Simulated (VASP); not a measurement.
## Ag: single point with LDA

The system is Ag.

```
Ag
1.0
     0.00000    2.04310    2.06353
     2.04310    0.00000    2.06353
     2.04310    2.04310    0.00000
Ag
1
Direct
  0.00000 0.00000 0.00000
```

This cell differs from its parent crystal: zz strain of +1 %.

| Property | Result |
| --- | --- |
| Program | VASP 6.6.1 |
| Task | single point |
| Functional | LDA |
| Potentials or basis | VASP PAW LDA potentials, release 64 (Ag) |
| Cutoff | 520 eV |
| k mesh | 15 × 15 × 15 |
| Occupations | fermi-dirac, width 0.05 eV |
| Spin | no spin polarisation |
| Dipole correction | no |
| Further INCAR settings | ALGO = Normal; EDIFF = 1e-06; NBANDS = 12 |

```
Pressure : -8.2 GPa
```

Stress tensor (GPa, compression positive):
```
-8.16  0.00  0.00
 0.00 -8.16  0.00
 0.00  0.00 -8.26
```

Levels at points of the mesh, in eV from the Fermi level:
| k point | band 3 | band 4 | band 5 | band 6 | band 7 | band 8 | band 9 | band 10 |
| --- | --- | --- | --- | --- | --- | --- | --- | --- |
| (0.00, 0.00, 0.00) | -4.84 | -4.84 | -3.86 | -3.80 | 15.88 | 19.23 | 19.35 | 19.35 |

Run time: 19 s on 1 thread of Intel(R) Xeon(R) Platinum 8488C (Sapphire Rapids), with other jobs on the host, peak memory 0.17 GiB.

Caveat: the cell differs from its parent crystal (zz strain of +1 %).
